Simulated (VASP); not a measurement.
# Fe (Im-3m) in VASP: further runs, part 2 of 3

VASP 6.6.1. The steps go on from the part before.

## 4. Single point, PBEsol, collinear spin, ferromagnetic start

Input file INCAR:

```
SYSTEM = Fe
ALGO = Normal
EDIFF = 1E-6
ENCUT = 520
GGA = PS
ISIF = 2
ISMEAR = -1
ISPIN = 2
LASPH = .True.
LCHARG = .True.
LELF = .True.
LMAXMIX = 4
LORBIT = 11
LREAL = .False.
LVHAR = .True.
LWAVE = .False.
MAGMOM = 3
NBANDS = 14
NELM = 150
NUPDOWN = 3.0
PREC = Accurate
SIGMA = 0.05
```

Input file KPOINTS:

```
k-points
0
Gamma
  11 11 11
  0 0 0
```

Input file POSCAR:

```
Fe
1.0
   -1.4430000000      1.4430000000      1.4430000000
    1.4430000000     -1.4430000000      1.4430000000
    1.4430000000      1.4430000000     -1.4430000000
Fe
1
Direct
    0.0000000000      0.0000000000      0.0000000000
```

Potentials or basis: VASP PAW PBE potentials, release 64 (Fe).

Run with:

```bash
> cat potpaw_PBE.64/Fe/POTCAR > POTCAR
> mpirun -np 1 vasp_std > vasp.out
```

OUTCAR:

```text
SYSTEM = Fe
   EDIFF = 1E-6
   ENCUT = 520
   GGA = PS
   ISIF = 2
   ISMEAR = -1
   ISPIN = 2
   LASPH = .True.
   LORBIT = 11
   LREAL = .False.
   NELM = 150
   NUPDOWN = 3.0
   PREC = Accurate

 ion  position               nearest neighbor table
   1  0.000  0.000  0.000-

  LATTYP: Found a body centered cubic cell.
 ALAT       =     2.8860000000

  Lattice vectors:

 A1 = (  -1.4430000000,   1.4430000000,   1.4430000000)
 A2 = (   1.4430000000,  -1.4430000000,   1.4430000000)
 A3 = (   1.4430000000,   1.4430000000,  -1.4430000000)

Analysis of symmetry for initial positions (statically):
=====================================================================
 Subroutine PRICEL returns:
 Original cell was already a primitive cell.

 Routine SETGRP: Setting up the symmetry group for a
 body centered cubic supercell.

 Subroutine GETGRP returns: Found 48 space group operations
 (whereof 48 operations were pure point group operations)
 out of a pool of 48 trial point group operations.

The static configuration has the point symmetry O_h .

Analysis of symmetry for dynamics (positions and initial velocities):
=====================================================================
 Subroutine PRICEL returns:
 Original cell was already a primitive cell.

 Routine SETGRP: Setting up the symmetry group for a
 body centered cubic supercell.

 Subroutine GETGRP returns: Found 48 space group operations
 (whereof 48 operations were pure point group operations)
 out of a pool of 48 trial point group operations.

The dynamic configuration has the point symmetry O_h .

Analysis of structural, dynamic, and magnetic symmetry:
=====================================================================
 Subroutine PRICEL returns:
 Original cell was already a primitive cell.

 Routine SETGRP: Setting up the symmetry group for a
 body centered cubic supercell.

 Subroutine GETGRP returns: Found 48 space group operations
 (whereof 48 operations were pure point group operations)
 out of a pool of 48 trial point group operations.

[... 150 lines left out ...]
 Fermi energy:         6.4868073570

 spin component 1

 k-point     1 :       0.0000    0.0000    0.0000
  band No.  band energies     occupation
      1      -3.2362      1.00000
      2       2.6349      1.00000
      3       2.6349      1.00000
      4       2.6349      1.00000
      5       3.9290      1.00000
      6       3.9290      1.00000
      7      29.3328      0.00000
      8      29.3328      0.00000
      9      29.3328      0.00000
     10      34.1305      0.00000
     11      34.1305      0.00000
     12      35.9924      0.00000
     13      35.9924      0.00000
     14      35.9930      0.00000
[... 379 lines left out ...]
      3       2.7040      1.00000
      4       4.0329      1.00000
      5       4.1415      1.00000
      6       9.1873      0.00000
      7      12.0807      0.00000
      8      16.7862      0.00000
      9      19.8020      0.00000
     10      33.6662      0.00000
     11      38.2232      0.00000
     12      38.7619      0.00000
     13      44.2840      0.00000
     14      44.4000      0.00000

 [... further k-points ...]

 spin component 2

 k-point     1 :       0.0000    0.0000    0.0000
  band No.  band energies     occupation
      1      -2.6486      1.00000
      2       5.3598      0.00042
      3       5.3598      0.00042
      4       5.3598      0.00042
      5       7.0736      0.00000
      6       7.0736      0.00000
      7      29.5164      0.00000
      8      29.5164      0.00000
      9      29.5164      0.00000
     10      34.6593      0.00000
     11      34.6593      0.00000
     12      37.2560      0.00000
     13      37.2755      0.00000
     14      37.2861      0.00000
[... 379 lines left out ...]
      3       4.5384      0.99982
      4       7.1737      0.00000
      5       7.3448      0.00000
      6      10.9714      0.00000
      7      13.8324      0.00000
      8      17.9422      0.00000
      9      20.8439      0.00000
     10      34.1968      0.00000
     11      38.7124      0.00000
     12      39.6841      0.00000
     13      44.7733      0.00000
     14      45.4676      0.00000

 [... further k-points ...]
[... 5 lines left out ...]
  --------------------------------------------------------------------------------------
  -------------------------------------------------------------------------------------
  Total        0.0467273      0.0467273      0.0467273      0.0000000      0.0000000     -0.0000000
  in kB        6.2290551      6.2290551      6.2290551      0.0000000      0.0000000     -0.0000000
  external PRESSURE =       6.2290551 kB  Pullay stress =       0.0000000 kB

 VOLUME and BASIS-vectors are now :
 -----------------------------------------------------------------------------
  energy-cutoff  :      520.00
  volume of cell :       12.02
      direct lattice vectors                 reciprocal lattice vectors
    -1.443000000  1.443000000  1.443000000     0.000000000  0.346500347  0.346500347
     1.443000000 -1.443000000  1.443000000     0.346500347  0.000000000  0.346500347
     1.443000000  1.443000000 -1.443000000     0.346500347  0.346500347  0.000000000

 POSITION                                       TOTAL-FORCE (eV/Angst)
 -----------------------------------------------------------------------------------
      0.00000      0.00000      0.00000         0.000000     -0.000000     -0.000000
 -----------------------------------------------------------------------------------
    total drift:                                0.000000     -0.000000      0.000000

  FREE ENERGIE OF THE ION-ELECTRON SYSTEM (eV)
  ---------------------------------------------------
  free  energy   TOTEN  =        -8.6281748100 eV

  energy  without entropy=       -8.6165475474  energy(sigma->0) =       -8.62236118

 total charge

# of ion       s       p       d       tot
------------------------------------------
    1        0.486   0.517   6.154   7.157

 magnetization (x)

# of ion       s       p       d       tot
------------------------------------------
    1        0.005   0.016   2.925   2.947
```

It took 11 s on 1 thread of AMD EPYC 9R45 (Zen 5), shared host; peak memory 0.11 GiB.

What came out:

- Free energy: -8.6282 eV
- Pressure: 0.6 GPa
- Net moment: 3.00 μB per cell
- Site moments: Fe +2.95 μB
- Valence electrons inside the program's atomic spheres: Fe 7.16

Caveat: the PAW data sets were made with another functional, which shifts forces and pressure a little; the total moment is fixed, so each spin has its own Fermi level.

## 5. Single point, PBEsol, collinear spin, ferromagnetic start

Input file INCAR:

```
SYSTEM = Fe
ALGO = Normal
EDIFF = 1E-6
ENCUT = 520
GGA = PS
ISIF = 2
ISMEAR = -1
ISPIN = 2
LASPH = .TRUE.
LCHARG = .FALSE.
LMAXMIX = 4
LORBIT = 11
LREAL = .FALSE.
LWAVE = .FALSE.
MAGMOM = 3.8
NBANDS = 14
NELM = 150
NUPDOWN = 3.8
PREC = Accurate
SIGMA = 0.05
```

Input file KPOINTS:

```
k-points
0
G
  11 11 11
  0 0 0
```

POSCAR is that of step 4.

Potentials or basis: VASP PAW PBE potentials, release 64 (Fe).

Run with:

```bash
> cat potpaw_PBE.64/Fe/POTCAR > POTCAR
> mpirun -np 1 vasp_std > vasp.out
```

OUTCAR:

```text
SYSTEM = Fe
   EDIFF = 1E-6
   ENCUT = 520
   GGA = PS
   ISIF = 2
   ISMEAR = -1
   ISPIN = 2
   LASPH = .TRUE.
   LORBIT = 11
   LREAL = .FALSE.
   NELM = 150
   NUPDOWN = 3.8
   PREC = Accurate

 ion  position               nearest neighbor table
   1  0.000  0.000  0.000-

  LATTYP: Found a body centered cubic cell.
 ALAT       =     2.8860000000

  Lattice vectors:

 A1 = (  -1.4430000000,   1.4430000000,   1.4430000000)
 A2 = (   1.4430000000,  -1.4430000000,   1.4430000000)
 A3 = (   1.4430000000,   1.4430000000,  -1.4430000000)

Analysis of symmetry for initial positions (statically):
=====================================================================
 Subroutine PRICEL returns:
 Original cell was already a primitive cell.

 Routine SETGRP: Setting up the symmetry group for a
 body centered cubic supercell.

 Subroutine GETGRP returns: Found 48 space group operations
 (whereof 48 operations were pure point group operations)
 out of a pool of 48 trial point group operations.

The static configuration has the point symmetry O_h .

Analysis of symmetry for dynamics (positions and initial velocities):
=====================================================================
 Subroutine PRICEL returns:
 Original cell was already a primitive cell.

 Routine SETGRP: Setting up the symmetry group for a
 body centered cubic supercell.

 Subroutine GETGRP returns: Found 48 space group operations
 (whereof 48 operations were pure point group operations)
 out of a pool of 48 trial point group operations.

The dynamic configuration has the point symmetry O_h .

Analysis of structural, dynamic, and magnetic symmetry:
=====================================================================
 Subroutine PRICEL returns:
 Original cell was already a primitive cell.

 Routine SETGRP: Setting up the symmetry group for a
 body centered cubic supercell.

 Subroutine GETGRP returns: Found 48 space group operations
 (whereof 48 operations were pure point group operations)
 out of a pool of 48 trial point group operations.

The overall configuration has the point symmetry O_h .

 Subroutine INISYM returns: Found 48 space group operations
 (whereof 48 operations are pure point group operations),
 and found     1 'primitive' translations

----------------------------------------------------------------------------------------

                                     Primitive cell

  volume of cell :      12.0187

  direct lattice vectors                    reciprocal lattice vectors
    -1.443000000  1.443000000  1.443000000     0.000000000  0.346500347  0.346500347
     1.443000000 -1.443000000  1.443000000     0.346500347  0.000000000  0.346500347
     1.443000000  1.443000000 -1.443000000     0.346500347  0.346500347  0.000000000

  length of vectors
     2.499349315  2.499349315  2.499349315     0.490025489  0.490025489  0.490025489

  position of ions in fractional coordinates (direct lattice)
     0.000000000  0.000000000  0.000000000

  ion indices of the primitive-cell ions
   primitive index   ion index
                 1           1

----------------------------------------------------------------------------------------

 KPOINTS: k-points

Automatic generation of k-mesh.
 Grid dimensions read from file:
 generate k-points for:   11   11   11
[... 65 lines left out ...]
   LREAL  =      F    real-space projection
   EDIFFG = 0.1E-04   stopping-criterion for IOM
   NSW    =      0    number of steps for IOM
   IBRION =     -1    ionic relax: 0-MD 1-quasi-New 2-CG
   NFREE  =      0    steps in history (QN), initial steepest desc. (CG)
   ISIF   =      2    stress and relaxation
   ISYM   =      2    0-nonsym 1-usesym 2-fastsym
   POTIM  = 0.5000    time-step for ionic-motion
   TEBEG  =    0.0;   TEEND  =   0.0 temperature during run
   PSTRESS=    0.0 pullay stress
   NELECT =       8.0000    total number of electrons
   NUPDOWN=       3.8000    fix difference up-down
   EMIN   =  10.00;   EMAX   =-10.00  energy-range for DOS
   EFERMI =   0.00;   METHOD = LEGACY
   ISMEAR =    -1;   SIGMA  =   0.05  broadening in eV -4-tet -1-fermi 0-gaus
   EFERMI_NEDOS =   21; number of points for ismear=-14 and -15
   IALGO  =     38    algorithm
   IMIX   =      4    mixing-type and parameters
     AMIX     =   0.40;   BMIX     =  1.00
     AMIX_MAG =   1.60;   BMIX_MAG =  1.00
  volume/ion in A,a.u.               =      12.02        81.11
  Fermi-wavevector in a.u.,A,eV,Ry     =   1.429394  2.701162 27.798962  2.043166
  Thomas-Fermi vector in A             =   2.549352
   LORBIT       =     11    0 simple, 1 ext, 2 COOP (PROOUT), +10 PAW based schemes
   GGA     = PS    functional components
   LHFCALC =     F    Hartree Fock is set to
   AEXX    =    0.0000 exact exchange contribution
   IVDW    =     0    specifies the selected vdW correction
   LEPSILON=     F    determine dielectric tensor
   LRPA    =     F    only Hartree local field effects (RPA)
 spin polarized calculation
  energy-cutoff  :      520.00
  volume of cell :       12.02
 maximum number of plane-waves:       335
   NGX =  9   NGY =  9   NGZ =  9

 number of electron       7.9999995 magnetization       3.7999997

 Free energy of the ion-electron system (eV)
  ---------------------------------------------------
  ext. energy  EPLUGINS =         0.00000000
  ---------------------------------------------------
  free energy    TOTEN  =        -7.40482096 eV

  energy without entropy =       -7.39451664  energy(sigma->0) =       -7.39966880

 E-fermi :   4.8249     XC(G=0): -12.9402

 val. band max:        9.4795452382   @ k =   0.2727   0.1818   0.1818
 cond. band min:       4.8327390700   @ k =   0.1818   0.1818   0.0000
 fundamental gap:     -4.6468061682
 Fermi energy:         9.6418377286

 spin component 1

 k-point     1 :       0.0000    0.0000    0.0000
  band No.  band energies     occupation
      1      -3.5295      1.00000
      2       2.2010      1.00000
      3       2.2010      1.00000
      4       2.2010      1.00000
      5       3.5564      1.00000
      6       3.5564      1.00000
      7      29.0320      0.00000
      8      29.0320      0.00000
      9      29.0320      0.00000
     10      33.8433      0.00000
     11      33.8433      0.00000
     12      35.6205      0.00000
     13      35.6205      0.00000
     14      35.6208      0.00000
[... 379 lines left out ...]
      3       2.3138      1.00000
      4       3.6422      1.00000
      5       3.7583      1.00000
      6       8.8231      1.00000
      7      11.7261      0.00000
      8      16.4604      0.00000
      9      19.4882      0.00000
     10      33.3510      0.00000
     11      37.9188      0.00000
     12      38.4504      0.00000
     13      43.9842      0.00000
     14      44.0974      0.00000

 [... further k-points ...]

 spin component 2

 k-point     1 :       0.0000    0.0000    0.0000
  band No.  band energies     occupation
      1      -2.2754      1.00000
      2       5.5293      0.00000
      3       5.5293      0.00000
      4       5.5293      0.00000
      5       7.1564      0.00000
      6       7.1564      0.00000
      7      29.9234      0.00000
      8      29.9234      0.00000
      9      29.9234      0.00000
     10      35.0129      0.00000
     11      35.0129      0.00000
     12      37.5905      0.00000
     13      37.9207      0.00000
     14      37.9207      0.00000
[... 379 lines left out ...]
      3       4.8113      0.56775
      4       7.2654      0.00000
      5       7.4238      0.00000
      6      11.2019      0.00000
      7      14.0786      0.00000
      8      18.2534      0.00000
      9      21.1727      0.00000
     10      34.5750      0.00000
     11      39.0989      0.00000
     12      40.0308      0.00000
     13      45.1666      0.00000
     14      45.7803      0.00000

 [... further k-points ...]
[... 5 lines left out ...]
  --------------------------------------------------------------------------------------
  -------------------------------------------------------------------------------------
  Total        2.3342025      2.3342025      2.3342025     -0.0000000      0.0000000     -0.0000000
  in kB      311.1645566    311.1645566    311.1645566     -0.0000000      0.0000000     -0.0000000
  external PRESSURE =     311.1645566 kB  Pullay stress =       0.0000000 kB

 VOLUME and BASIS-vectors are now :
 -----------------------------------------------------------------------------
  energy-cutoff  :      520.00
  volume of cell :       12.02
      direct lattice vectors                 reciprocal lattice vectors
    -1.443000000  1.443000000  1.443000000     0.000000000  0.346500347  0.346500347
     1.443000000 -1.443000000  1.443000000     0.346500347  0.000000000  0.346500347
     1.443000000  1.443000000 -1.443000000     0.346500347  0.346500347  0.000000000

 POSITION                                       TOTAL-FORCE (eV/Angst)
 -----------------------------------------------------------------------------------
      0.00000      0.00000      0.00000         0.000000      0.000000     -0.000000
 -----------------------------------------------------------------------------------
    total drift:                                0.000000     -0.000000      0.000000

  FREE ENERGIE OF THE ION-ELECTRON SYSTEM (eV)
  ---------------------------------------------------
  free  energy   TOTEN  =        -7.4048209552 eV

  energy  without entropy=       -7.3945166433  energy(sigma->0) =       -7.39966880

 total charge

# of ion       s       p       d       tot
------------------------------------------
    1        0.512   0.605   6.017   7.134

 magnetization (x)

# of ion       s       p       d       tot
------------------------------------------
    1        0.042   0.202   3.381   3.624
```

It took 9 s on 1 thread of AMD EPYC 9R45 (Zen 5), shared host; peak memory 0.11 GiB.

What came out:

```
Free energy                                           : -7.4048 eV
Pressure                                              : 31.1 GPa
Net moment                                            : 3.80 μB per cell
Site moments                                          : Fe +3.62 μB
Valence electrons inside the program's atomic spheres : Fe 7.13
```

Caveat: the PAW data sets were made with another functional, which shifts forces and pressure a little; the total moment is fixed, so each spin has its own Fermi level.

(Part 2 of 3 ends here.)
